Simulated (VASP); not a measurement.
# SiO2 (P6_222) in VASP: notebook

SiO2 is run at these levels: PBE; tasks: single point.

Everything below comes from runs of VASP 6.6.1. Logs are shortened: lines on timing, memory, paths and dates and some standing lists are left out, and cuts for length are marked.

### Step 1. The cell of the first run

It takes space group P6_222 (No. 180, hexagonal). The conventional cell has a = 5.105 Å, b = 5.105 Å, c = 5.361 Å, α = 90.00°, β = 90.00°, γ = 120.00°. Si (site symmetry 222) has 4 O at 1.60 Å within 2.1 Å. Within 2.1 Å of O (site symmetry 2) lie 2 Si at 1.60 Å.

### Step 2. Single point, PBE (strain +0.000 along x and y, -0.040 along z)

INCAR

```
PREC     = Accurate       # precision mode
ENCUT    = 520            # plane-wave cutoff, eV
EDIFF    = 1E-6           # SCF threshold, eV
ISMEAR   = 0              # smearing method
SIGMA    = 0.05           # smearing width, eV
LREAL    = F              # projectors in reciprocal space
LASPH    = T              # aspherical terms in the spheres
NELM     = 100            # most SCF steps
ALGO     = Normal         # electronic algorithm
ISIF     = 2              # what is computed and relaxed
LWAVE    = F              # write WAVECAR
LCHARG   = T              # write CHGCAR
GGA      = PE             # functional
LELF     = T              # ELF
LVHAR    = T            
NBANDS   = 34             # bands
```

KPOINTS

```
Automatic mesh
0
Gamma
  6 6 4
```

POSCAR

```
SiO2
1.0
    5.1048960585      0.0000000000      0.0000000000
   -2.5524480292      4.4209696703      0.0000000000
    0.0000000000      0.0000000000      5.3612984877
Si O
3 6
Direct
    0.5000000000      0.0000000000      0.0000000000
    0.5000000000      0.5000000000      0.3333333333
    0.0000000000      0.5000000000      0.6666666667
    0.4159266453      0.2079633227      0.1666666667
    0.2079633227      0.4159266453      0.5000000000
    0.7920366773      0.2079633227      0.8333333333
    0.5840733547      0.7920366773      0.1666666667
    0.7920366773      0.5840733547      0.5000000000
    0.2079633227      0.7920366773      0.8333333333
```

Potentials or basis: VASP PAW PBE potentials, release 64 (Si, O).

Command:

```
$ cat potpaw_PBE.64/Si/POTCAR potpaw_PBE.64/O/POTCAR > POTCAR
$ mpirun -np 1 vasp_std > vasp.out
```

OUTCAR:

```text
PREC = Accurate
   ENCUT = 520
   EDIFF = 1E-6
   ISMEAR = 0
   LREAL = F
   LASPH = T
   NELM = 100
   ISIF = 2
   GGA = PE

 ion  position               nearest neighbor table
   1  0.500  0.000  0.000-   6 1.60   9 1.60   7 1.60   4 1.60   2 3.12   2 3.12   3 3.12   3 3.12

   2  0.500  0.500  0.333-   4 1.60   7 1.60   5 1.60   8 1.60   1 3.12   1 3.12   3 3.12   3 3.12

   3  0.000  0.500  0.667-   6 1.60   9 1.60   8 1.60   5 1.60   1 3.12   1 3.12   2 3.12   2 3.12

   4  0.416  0.208  0.167-   2 1.60   1 1.60
   5  0.208  0.416  0.500-   2 1.60   3 1.60
   6  0.792  0.208  0.833-   3 1.60   1 1.60
   7  0.584  0.792  0.167-   2 1.60   1 1.60
   8  0.792  0.584  0.500-   2 1.60   3 1.60
   9  0.208  0.792  0.833-   3 1.60   1 1.60

  LATTYP: Found a hexagonal cell.
 ALAT       =     5.1048960585
 C/A-ratio  =     1.0502267678

  Lattice vectors:

 A1 = (   5.1048960585,   0.0000000000,   0.0000000000)
 A2 = (  -2.5524480292,   4.4209696703,   0.0000000000)
 A3 = (   0.0000000000,   0.0000000000,   5.3612984877)

Analysis of symmetry for initial positions (statically):
=====================================================================
 Subroutine PRICEL returns:
 Original cell was already a primitive cell.

 Routine SETGRP: Setting up the symmetry group for a
 hexagonal supercell.

 Subroutine GETGRP returns: Found 12 space group operations
 (whereof  4 operations were pure point group operations)
 out of a pool of 24 trial point group operations.

The static configuration has the point symmetry D_2 .
 The point group associated with its full space group is D_6 .

Analysis of symmetry for dynamics (positions and initial velocities):
=====================================================================
 Subroutine PRICEL returns:
 Original cell was already a primitive cell.

 Routine SETGRP: Setting up the symmetry group for a
 hexagonal supercell.

 Subroutine GETGRP returns: Found 12 space group operations
 (whereof  4 operations were pure point group operations)
 out of a pool of 24 trial point group operations.

The dynamic configuration has the point symmetry D_2 .
 The point group associated with its full space group is D_6 .

 Subroutine INISYM returns: Found 12 space group operations
 (whereof  4 operations are pure point group operations),
 and found     1 'primitive' translations

----------------------------------------------------------------------------------------

                                     Primitive cell

  volume of cell :     120.9970

  direct lattice vectors                    reciprocal lattice vectors
     5.104896058  0.000000000  0.000000000     0.195890374  0.113097360  0.000000000
    -2.552448029  4.420969670  0.000000000     0.000000000  0.226194721  0.000000000
     0.000000000  0.000000000  5.361298488     0.000000000  0.000000000  0.186521978

  length of vectors
     5.104896058  5.104896058  5.361298488     0.226194721  0.226194721  0.186521978

  position of ions in fractional coordinates (direct lattice)
     0.500000000  0.000000000  0.000000000
     0.500000000  0.500000000  0.333333333
     0.000000000  0.500000000  0.666666667
     0.415926645  0.207963323  0.166666667
     0.207963323  0.415926645  0.500000000
     0.792036677  0.207963323  0.833333333
     0.584073355  0.792036677  0.166666667
     0.792036677  0.584073355  0.500000000
     0.207963323  0.792036677  0.833333333

  ion indices of the primitive-cell ions
   primitive index   ion index
                 1           1
                 2           2
                 3           3
                 4           4
                 5           5
                 6           6
                 7           7
                 8           8
                 9           9

----------------------------------------------------------------------------------------

 KPOINTS: Automatic mesh

Automatic generation of k-mesh.
 Grid dimensions read from file:
 generate k-points for:    6    6    4

 Generating k-lattice:

  Cartesian coordinates                     Fractional coordinates (reciprocal lattice)
     0.032648396  0.018849560  0.000000000     0.166666667  0.000000000  0.000000000
     0.000000000  0.037699120  0.000000000     0.000000000  0.166666667  0.000000000
     0.000000000  0.000000000  0.046630495     0.000000000  0.000000000  0.250000000

  Length of vectors
     0.037699120  0.037699120  0.046630495

  Shift w.r.t. Gamma in fractional coordinates (k-lattice)
     0.000000000  0.000000000  0.000000000

 Subroutine IBZKPT returns following result:
 ===========================================

 Found     21 irreducible k-points:

 Following reciprocal coordinates:
            Coordinates               Weight
  0.000000  0.000000  0.000000      1.000000
  0.166667  0.000000  0.000000      6.000000
  0.333333  0.000000  0.000000      6.000000
  0.500000 -0.000000  0.000000      3.000000
  0.166667  0.166667  0.000000      6.000000
  0.333333  0.166667  0.000000     12.000000
[... 13 lines left out ...]
  0.333333  0.166667  0.500000     12.000000
  0.333333  0.333333  0.500000      2.000000
   k-points           NKPTS =     21   k-points in BZ     NKDIM =     21   number of bands    NBANDS=     34
   number of dos      NEDOS =    301   number of ions     NIONS =      9
   total plane-waves  NPLWV =  64000
   dimension x,y,z NGX =    40 NGY =   40 NGZ =   40
   dimension x,y,z NGXF=    80 NGYF=   80 NGZF=   80
   ions per type =               3   6
   NGX,Y,Z   is equivalent  to a cutoff of  13.03, 13.03, 12.40 a.u.
   NGXF,Y,Z  is equivalent  to a cutoff of  26.05, 26.05, 24.81 a.u.
 SYSTEM =  unknown system
   PREC   = accura    normal or accurate (medium, high low for compatibility)
   ISTART =      0    job   : 0-new  1-cont  2-samecut
   ICHARG =      2    charge: 1-file 2-atom 10-const
   ISPIN  =      1    spin polarized calculation?
   LNONCOLLINEAR =      F non collinear calculations
   LSORBIT =      F    spin-orbit coupling
   LASPH  =      T    aspherical Exc in radial PAW
   ENCUT  =  520.0 eV  38.22 Ry    6.18 a.u.   9.49  9.49  9.97*2*pi/ulx,y,z
   NELM   =    100;   NELMIN=  2; NELMDL= -5     # of ELM steps
   EDIFF  = 0.1E-05   stopping-criterion for ELM
   LREAL  =      F    real-space projection
   EDIFFG = 0.1E-04   stopping-criterion for IOM
   NSW    =      0    number of steps for IOM
   IBRION =     -1    ionic relax: 0-MD 1-quasi-New 2-CG
   NFREE  =      0    steps in history (QN), initial steepest desc. (CG)
   ISIF   =      2    stress and relaxation
   ISYM   =      2    0-nonsym 1-usesym 2-fastsym
   POTIM  = 0.5000    time-step for ionic-motion
   TEBEG  =    0.0;   TEEND  =   0.0 temperature during run
   PSTRESS=    0.0 pullay stress
   NELECT =      48.0000    total number of electrons
   NUPDOWN=      -1.0000    fix difference up-down
   EMIN   =  10.00;   EMAX   =-10.00  energy-range for DOS
   EFERMI =   0.00;   METHOD = LEGACY
   ISMEAR =     0;   SIGMA  =   0.05  broadening in eV -4-tet -1-fermi 0-gaus
   EFERMI_NEDOS =   21; number of points for ismear=-14 and -15
   IALGO  =     38    algorithm
   IMIX   =      4    mixing-type and parameters
     AMIX     =   0.40;   BMIX     =  1.00
     AMIX_MAG =   1.60;   BMIX_MAG =  1.00
  volume/ion in A,a.u.               =      13.44        90.73
  Fermi-wavevector in a.u.,A,eV,Ry     =   1.202903  2.273156 19.687283  1.446974
  Thomas-Fermi vector in A             =   2.338671
   LORBIT       =      0    0 simple, 1 ext, 2 COOP (PROOUT), +10 PAW based schemes
   GGA     = PE    functional components
   LHFCALC =     F    Hartree Fock is set to
   AEXX    =    0.0000 exact exchange contribution
   IVDW    =     0    specifies the selected vdW correction
   LEPSILON=     F    determine dielectric tensor
   LRPA    =     F    only Hartree local field effects (RPA)
 non-spin polarized calculation
 Gauss-broadening in eV      SIGMA  =   0.05
  energy-cutoff  :      520.00
  volume of cell :      121.00
 maximum number of plane-waves:      3278
 NGX is ok and might be reduce to    40
   NGX = 19   NGY = 19   NGZ = 19

 number of electron      47.9999995 magnetization

 Free energy of the ion-electron system (eV)
  ---------------------------------------------------
  ext. energy  EPLUGINS =         0.00000000
  ---------------------------------------------------
  free energy    TOTEN  =       -70.97137602 eV

  energy without entropy =      -70.97137602  energy(sigma->0) =      -70.97137602

 E-fermi :   0.8968     XC(G=0):  -8.7843

 val. band max:        0.6319158144   @ k =   0.5000  -0.0000   0.0000
 cond. band min:       6.4117584635   @ k =   0.0000   0.0000   0.0000
 fundamental gap:      5.7798426491
 Fermi energy:         0.8967974893

 k-point     1 :       0.0000    0.0000    0.0000
  band No.  band energies     occupation
      1     -18.8702      2.00000
      2     -17.3316      2.00000
      3     -17.3316      2.00000
      4     -16.8112      2.00000
      5     -16.7648      2.00000
      6     -16.7648      2.00000
[... 26 lines left out ...]
     33      13.6236      0.00000
     34      13.6237      0.00000

 k-point     2 :       0.1667    0.0000    0.0000
  band No.  band energies     occupation
      1     -18.7960      2.00000
      2     -17.4615      2.00000
      3     -17.3394      2.00000
      4     -16.7932      2.00000
      5     -16.7609      2.00000
      6     -16.7552      2.00000
[... 26 lines left out ...]
     33      13.6294      0.00000
     34      14.1046      0.00000
[... 664 lines left out ...]
     33      11.9287      0.00000
     34      12.2320      0.00000

 k-point    21 :       0.3333    0.3333    0.5000
  band No.  band energies     occupation
      1     -18.3667      2.00000
      2     -17.7047      2.00000
      3     -17.7047      2.00000
      4     -16.7914      2.00000
      5     -16.7377      2.00000
      6     -16.7377      2.00000
[... 26 lines left out ...]
     33      12.1482      0.00000
     34      12.1712      0.00000

------------------------ aborting loop because EDIFF is reached ----------------------------------------

  FORCE on cell =-STRESS in cart. coord.  units (eV):
  Direction    XX          YY          ZZ          XY          YZ          ZX
  --------------------------------------------------------------------------------------
  -------------------------------------------------------------------------------------
  Total        5.2062212      5.2062212      7.0697548      0.0000000      0.0000000      0.0000000
  in kB       68.9380143     68.9380143     93.6139362      0.0000000      0.0000000      0.0000000
  external PRESSURE =      77.1633216 kB  Pullay stress =       0.0000000 kB

 VOLUME and BASIS-vectors are now :
 -----------------------------------------------------------------------------
  energy-cutoff  :      520.00
  volume of cell :      121.00
      direct lattice vectors                 reciprocal lattice vectors
     5.104896058  0.000000000  0.000000000     0.195890374  0.113097360  0.000000000
    -2.552448029  4.420969670  0.000000000     0.000000000  0.226194721  0.000000000
     0.000000000  0.000000000  5.361298488     0.000000000  0.000000000  0.186521978

 POSITION                                       TOTAL-FORCE (eV/Angst)
 -----------------------------------------------------------------------------------
      2.55245      0.00000      0.00000        -0.000000     -0.000000     -0.000000
      1.27622      2.21048      1.78710        -0.000000     -0.000000     -0.000000
     -1.27622      2.21048      3.57420        -0.000000     -0.000000     -0.000000
      1.59245      0.91940      0.89355        -0.221705     -0.128002      0.000000
      0.00000      1.83880      2.68065        -0.000000     -0.256003     -0.000000
      3.51245      0.91940      4.46775         0.221705     -0.128002      0.000000
      0.96000      3.50157      0.89355         0.221705      0.128002      0.000000
      2.55245      2.58217      2.68065         0.000000      0.256003     -0.000000
     -0.96000      3.50157      4.46775        -0.221705      0.128002      0.000000
 -----------------------------------------------------------------------------------
    total drift:                               -0.000000      0.000000      0.000001

  FREE ENERGIE OF THE ION-ELECTRON SYSTEM (eV)
  ---------------------------------------------------
  free  energy   TOTEN  =       -70.9713760196 eV

  energy  without entropy=      -70.9713760196  energy(sigma->0) =      -70.97137602
```

Run time: 45 s. Hardware: 1 thread of Intel Xeon 6975P-C (Granite Rapids), shared host; peak memory 0.25 GiB.

Results:

```
Free energy            : -70.9714 eV
Pressure               : 7.7 GPa
Largest force          : 0.256 eV/Å
Band gap on the k mesh : 5.78 eV (least direct gap 6.08 eV)
```

Forces on the atoms (eV/Å):
```
Si   0.000  0.000  0.000
Si   0.000  0.000  0.000
Si   0.000  0.000  0.000
O   -0.222 -0.128  0.000
O    0.000 -0.256  0.000
O    0.222 -0.128  0.000
O    0.222  0.128  0.000
O    0.000  0.256  0.000
O   -0.222  0.128  0.000
```

Levels at points of the mesh, in eV from the valence-band top:
```tsv
k point	band 22	band 23	band 24	band 25	band 26	band 27
(0.00, 0.00, 0.00)	-0.48	-0.48	-0.30	5.78	9.05	9.05
(0.50, 0.00, 0.00)	-0.98	-0.32	0.00	7.79	8.64	9.55
(0.00, 0.00, 0.50)	-0.21	-0.04	-0.04	7.67	7.67	8.65
(0.50, 0.00, 0.50)	-0.71	-0.64	-0.41	8.72	9.38	9.48
```

Caveat: the cell differs from its parent crystal (strain +0.000 along x and y, -0.040 along z); the cell stands under pressure.

(Part 1 of 2 ends here.)
